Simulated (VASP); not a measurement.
# TiNi (P4/mmm) in VASP: single point with LDA

Aim: the single point of TiNi with LDA.

Program: VASP 6.6.1. These are calculated values, not measurements. Logs are shortened: lines on timing, memory, paths and dates and some standing lists are left out, and cuts for length are marked.

**1. The cell of the first run**

It takes space group P4/mmm (No. 123, tetragonal). The conventional cell has a = 2.736 Å, b = 2.736 Å, c = 3.581 Å, α = 90.00°, β = 90.00°, γ = 90.00°. Ti (site symmetry 4/mmm) has 8 Ni at 2.64 Å and 6 Ti at 2.74 to 3.58 Å within 3.6 Å. Within 3.6 Å of Ni (site symmetry 4/mmm) lie 8 Ti at 2.64 Å and 6 Ni at 2.74 to 3.58 Å.

**2. Single point, LDA, collinear spin, ferromagnetic start**

Contents of POSCAR:

```
TiNi
1.0
    2.7358030000      0.0000000000      0.0000000000
    0.0000000000      2.7358030000      0.0000000000
    0.0000000000      0.0000000000      3.5814100000
Ti Ni
1 1
Direct
    0.5000000000      0.5000000000      0.5000000000
    0.0000000000      0.0000000000      0.0000000000
```

Contents of INCAR.step1:

```
PREC = Accurate ; ENCUT = 520
EDIFF = 1E-6 ; ISMEAR = -1
SIGMA = 0.08 ; LREAL = False
LASPH = True ; NELM = 150
ALGO = Normal ; ISIF = 2
LWAVE = False ; LCHARG = True
ISPIN = 2 ; MAGMOM = 1 1.5
LMAXMIX = 4 ; NBANDS = 22
```

Contents of KPOINTS.step1:

```
Automatic mesh
0
Gamma
  12 12 9
```

Contents of INCAR.step2:

```
PREC = Accurate ; ENCUT = 520
EDIFF = 1E-6 ; ISMEAR = -5
SIGMA = 0.08 ; LREAL = False
LASPH = True ; NELM = 150
ALGO = Normal ; ISIF = 2
LWAVE = False ; LCHARG = False
ISPIN = 2 ; MAGMOM = 1 1.5
LORBIT = 10 ; LMAXMIX = 4
NEDOS = 1001 ; ICHARG = 11
```

Contents of KPOINTS.step2:

```
Automatic mesh
0
Gamma
  18 18 14
```

Potentials or basis: VASP PAW LDA potentials, release 64 (Ti_sv, Ni).

Run with:

```bash
$ cat potpaw_LDA.64/Ti_sv/POTCAR potpaw_LDA.64/Ni/POTCAR > POTCAR
$ cp INCAR.step1 INCAR
$ cp KPOINTS.step1 KPOINTS
$ mpirun -np 1 vasp_std > vasp.out
$ cp INCAR.step2 INCAR
$ cp KPOINTS.step2 KPOINTS
$ mpirun -np 1 vasp_std > vasp.out
```

OUTCAR:

```text
PREC = Accurate
   ENCUT = 520
   EDIFF = 1E-6
   ISMEAR = -5
   LREAL = False
   LASPH = True
   NELM = 150
   ISIF = 2
   ISPIN = 2
   LORBIT = 10
   ICHARG = 11

 ion  position               nearest neighbor table
   1  0.500  0.500  0.500-   2 2.64   2 2.64   2 2.64   2 2.64   2 2.64   2 2.64   2 2.64   2 2.64

   2  0.000  0.000  0.000-   1 2.64   1 2.64   1 2.64   1 2.64   1 2.64   1 2.64   1 2.64   1 2.64

  LATTYP: Found a simple tetragonal cell.
 ALAT       =     2.7358030000
 C/A-ratio  =     1.3090891413

  Lattice vectors:

 A1 = (   2.7358030000,   0.0000000000,   0.0000000000)
 A2 = (   0.0000000000,   2.7358030000,   0.0000000000)
 A3 = (   0.0000000000,   0.0000000000,   3.5814100000)

Analysis of symmetry for initial positions (statically):
=====================================================================
 Subroutine PRICEL returns:
 Original cell was already a primitive cell.

 Routine SETGRP: Setting up the symmetry group for a
 simple tetragonal supercell.

 Subroutine GETGRP returns: Found 16 space group operations
 (whereof 16 operations were pure point group operations)
 out of a pool of 16 trial point group operations.

The static configuration has the point symmetry D_4h.

Analysis of symmetry for dynamics (positions and initial velocities):
=====================================================================
 Subroutine PRICEL returns:
 Original cell was already a primitive cell.

 Routine SETGRP: Setting up the symmetry group for a
 simple tetragonal supercell.

 Subroutine GETGRP returns: Found 16 space group operations
 (whereof 16 operations were pure point group operations)
 out of a pool of 16 trial point group operations.

The dynamic configuration has the point symmetry D_4h.

Analysis of structural, dynamic, and magnetic symmetry:
=====================================================================
 Subroutine PRICEL returns:
 Original cell was already a primitive cell.

 Routine SETGRP: Setting up the symmetry group for a
 simple tetragonal supercell.

 Subroutine GETGRP returns: Found 16 space group operations
 (whereof 16 operations were pure point group operations)
 out of a pool of 16 trial point group operations.

The overall configuration has the point symmetry D_4h.

 Subroutine INISYM returns: Found 16 space group operations
 (whereof 16 operations are pure point group operations),
 and found     1 'primitive' translations

----------------------------------------------------------------------------------------

                                     Primitive cell

  volume of cell :      26.8055

  direct lattice vectors                    reciprocal lattice vectors
     2.735803000  0.000000000  0.000000000     0.365523395  0.000000000  0.000000000
     0.000000000  2.735803000  0.000000000     0.000000000  0.365523395  0.000000000
     0.000000000  0.000000000  3.581410000     0.000000000  0.000000000  0.279219637

  length of vectors
     2.735803000  2.735803000  3.581410000     0.365523395  0.365523395  0.279219637

  position of ions in fractional coordinates (direct lattice)
     0.500000000  0.500000000  0.500000000
     0.000000000  0.000000000  0.000000000

  ion indices of the primitive-cell ions
   primitive index   ion index
                 1           1
                 2           2

----------------------------------------------------------------------------------------

 KPOINTS: Automatic mesh

Automatic generation of k-mesh.
 Grid dimensions read from file:
 generate k-points for:   18   18   14

 Generating k-lattice:

  Cartesian coordinates                     Fractional coordinates (reciprocal lattice)
     0.020306855  0.000000000  0.000000000     0.055555556  0.000000000  0.000000000
     0.000000000  0.020306855  0.000000000     0.000000000  0.055555556  0.000000000
     0.000000000  0.000000000  0.019944260     0.000000000  0.000000000  0.071428571

  Length of vectors
     0.020306855  0.020306855  0.019944260

  Shift w.r.t. Gamma in fractional coordinates (k-lattice)
     0.000000000  0.000000000  0.000000000

 TETIRR: Found   6804 inequivalent tetrahedra from    27216

 Subroutine IBZKPT returns following result:
 ===========================================

 Found    440 irreducible k-points:

 Following reciprocal coordinates:
            Coordinates               Weight
  0.000000  0.000000  0.000000      1.000000
  0.055556  0.000000  0.000000      4.000000
  0.111111  0.000000  0.000000      4.000000
  0.166667  0.000000  0.000000      4.000000
  0.222222  0.000000  0.000000      4.000000
  0.277778  0.000000  0.000000      4.000000
[... 16 lines left out ...]
  0.277778  0.111111  0.000000      8.000000
  0.333333  0.111111  0.000000      8.000000
 [... further k-points ...]
   k-points           NKPTS =    440   k-points in BZ     NKDIM =    440   number of bands    NBANDS=     16
   number of dos      NEDOS =   1001   number of ions     NIONS =      2
   total plane-waves  NPLWV =  11200
   dimension x,y,z NGX =    20 NGY =   20 NGZ =   28
   dimension x,y,z NGXF=    40 NGYF=   40 NGZF=   56
   ions per type =               1   1
   NGX,Y,Z   is equivalent  to a cutoff of  12.15, 12.15, 13.00 a.u.
   NGXF,Y,Z  is equivalent  to a cutoff of  24.31, 24.31, 25.99 a.u.
 SYSTEM =  unknown system
   PREC   = accura    normal or accurate (medium, high low for compatibility)
   ISTART =      0    job   : 0-new  1-cont  2-samecut
   ICHARG =     11    charge: 1-file 2-atom 10-const
   ISPIN  =      2    spin polarized calculation?
   LNONCOLLINEAR =      F non collinear calculations
   LSORBIT =      F    spin-orbit coupling
   LASPH  =      T    aspherical Exc in radial PAW
   ENCUT  =  520.0 eV  38.22 Ry    6.18 a.u.   5.09  5.09  6.66*2*pi/ulx,y,z
   NELM   =    150;   NELMIN=  2; NELMDL=  0     # of ELM steps
   EDIFF  = 0.1E-05   stopping-criterion for ELM
   LREAL  =      F    real-space projection
   EDIFFG = 0.1E-04   stopping-criterion for IOM
   NSW    =      0    number of steps for IOM
   IBRION =     -1    ionic relax: 0-MD 1-quasi-New 2-CG
   NFREE  =      0    steps in history (QN), initial steepest desc. (CG)
   ISIF   =      2    stress and relaxation
   ISYM   =      2    0-nonsym 1-usesym 2-fastsym
   POTIM  = 0.5000    time-step for ionic-motion
   TEBEG  =    0.0;   TEEND  =   0.0 temperature during run
   PSTRESS=    0.0 pullay stress
   NELECT =      22.0000    total number of electrons
   NUPDOWN=      -1.0000    fix difference up-down
   EMIN   =  10.00;   EMAX   =-10.00  energy-range for DOS
   EFERMI =   0.00;   METHOD = LEGACY
   ISMEAR =    -5;   SIGMA  =   0.08  broadening in eV -4-tet -1-fermi 0-gaus
   EFERMI_NEDOS =   21; number of points for ismear=-14 and -15
   IALGO  =     38    algorithm
   IMIX   =      4    mixing-type and parameters
     AMIX     =   0.40;   BMIX     =  1.00
     AMIX_MAG =   1.60;   BMIX_MAG =  1.00
  volume/ion in A,a.u.               =      13.40        90.45
  Fermi-wavevector in a.u.,A,eV,Ry     =   1.532761  2.896499 31.964941  2.349357
  Thomas-Fermi vector in A             =   2.639922
   LORBIT       =     10    0 simple, 1 ext, 2 COOP (PROOUT), +10 PAW based schemes
   GGA     = CA    functional components
   LHFCALC =     F    Hartree Fock is set to
   AEXX    =    0.0000 exact exchange contribution
   IVDW    =     0    specifies the selected vdW correction
   LEPSILON=     F    determine dielectric tensor
   LRPA    =     F    only Hartree local field effects (RPA)
 spin polarized calculation
 Fermi weights with tetrahedron method with Bloechl corrections
  energy-cutoff  :      520.00
  volume of cell :       26.81
 maximum number of plane-waves:       740

 number of electron      22.0000032 magnetization      -0.0000336

 Free energy of the ion-electron system (eV)
  ---------------------------------------------------
  ext. energy  EPLUGINS =         0.00000000
  ---------------------------------------------------
  free energy    TOTEN  =       -15.79573524 eV

  energy without entropy =      -15.79573524  energy(sigma->0) =      -15.79573524

 E-fermi :   9.0752     XC(G=0): -12.7894

 val. band max:        9.1193482262   @ k =   0.5000   0.0556   0.5000
 cond. band min:       8.9846751081   @ k =   0.5000   0.1111   0.5000
 fundamental gap:     -0.1346731181
 Fermi energy:         9.0751754068

 spin component 1

 k-point     1 :       0.0000    0.0000    0.0000
  band No.  band energies     occupation
      1     -47.0897      1.00000
      2     -23.7167      1.00000
      3     -23.3685      1.00000
      4     -23.3685      1.00000
      5       1.5383      1.00000
      6       5.1943      1.00000
[... 8 lines left out ...]
     15      12.4182      0.00000
     16      12.9829      0.00000
[... 419 lines left out ...]
 k-point    24 :       0.3333    0.1111    0.0000
  band No.  band energies     occupation
      1     -47.0143      1.00000
      2     -23.8482      1.00000
      3     -23.6548      1.00000
      4     -23.4001      1.00000
      5       4.0482      1.00000
      6       6.1736      1.00000
[... 8 lines left out ...]
     15      11.6726      0.00000
     16      15.1120      0.00000

 [... further k-points ...]

 spin component 2

 k-point     1 :       0.0000    0.0000    0.0000
  band No.  band energies     occupation
      1     -47.0897      1.00000
      2     -23.7167      1.00000
      3     -23.3685      1.00000
      4     -23.3685      1.00000
      5       1.5383      1.00000
      6       5.1943      1.00000
[... 8 lines left out ...]
     15      12.4183      0.00000
     16      12.9829      0.00000
[... 419 lines left out ...]
 k-point    24 :       0.3333    0.1111    0.0000
  band No.  band energies     occupation
      1     -47.0143      1.00000
      2     -23.8482      1.00000
      3     -23.6548      1.00000
      4     -23.4001      1.00000
      5       4.0482      1.00000
      6       6.1736      1.00000
[... 8 lines left out ...]
     15      11.6726      0.00000
     16      15.1121      0.00000

 [... further k-points ...]

------------------------ aborting loop because EDIFF is reached ----------------------------------------

  FORCE on cell =-STRESS in cart. coord.  units (eV):
  Direction    XX          YY          ZZ          XY          YZ          ZX
  --------------------------------------------------------------------------------------
  -------------------------------------------------------------------------------------
  Total       -1.9278831     -1.9278831     -2.1847378      0.0000000     -0.0000000      0.0000000
  in kB     -115.2305381   -115.2305381   -130.5828705      0.0000000     -0.0000000      0.0000000
  external PRESSURE =    -120.3479822 kB  Pullay stress =       0.0000000 kB

 VOLUME and BASIS-vectors are now :
 -----------------------------------------------------------------------------
  energy-cutoff  :      520.00
  volume of cell :       26.81
      direct lattice vectors                 reciprocal lattice vectors
     2.735803000  0.000000000  0.000000000     0.365523395  0.000000000  0.000000000
     0.000000000  2.735803000  0.000000000     0.000000000  0.365523395  0.000000000
     0.000000000  0.000000000  3.581410000     0.000000000  0.000000000  0.279219637

 POSITION                                       TOTAL-FORCE (eV/Angst)
 -----------------------------------------------------------------------------------
      1.36790      1.36790      1.79070         0.000000      0.000000      0.000000
      0.00000      0.00000      0.00000         0.000000      0.000000      0.000000
 -----------------------------------------------------------------------------------
    total drift:                                0.000000      0.000000      0.000000

  FREE ENERGIE OF THE ION-ELECTRON SYSTEM (eV)
  ---------------------------------------------------
  free  energy   TOTEN  =       -15.7957352394 eV

  energy  without entropy=      -15.7957352394  energy(sigma->0) =      -15.79573524

 total charge

# of ion       s       p       d       tot
------------------------------------------
    1        2.248   6.143   1.937  10.327
    2        0.550   0.474   8.322   9.347
--------------------------------------------------
tot          2.798   6.617  10.259  19.674

 magnetization (x)

# of ion       s       p       d       tot
------------------------------------------
    1        0.000   0.000   0.000   0.000
    2       -0.000   0.000  -0.000  -0.000
--------------------------------------------------
tot          0.000   0.000  -0.000  -0.000
```

It took 2.1 min on 1 thread of Intel Xeon 6975P-C (Granite Rapids), shared host; peak memory 0.42 GiB.

What came out:

```
Net moment                                            : 0.00 μB per cell
Valence electrons inside the program's atomic spheres : Ti 10.33; Ni 9.35
```

Caveat: tetrahedron occupations give inexact forces and stress in metals.
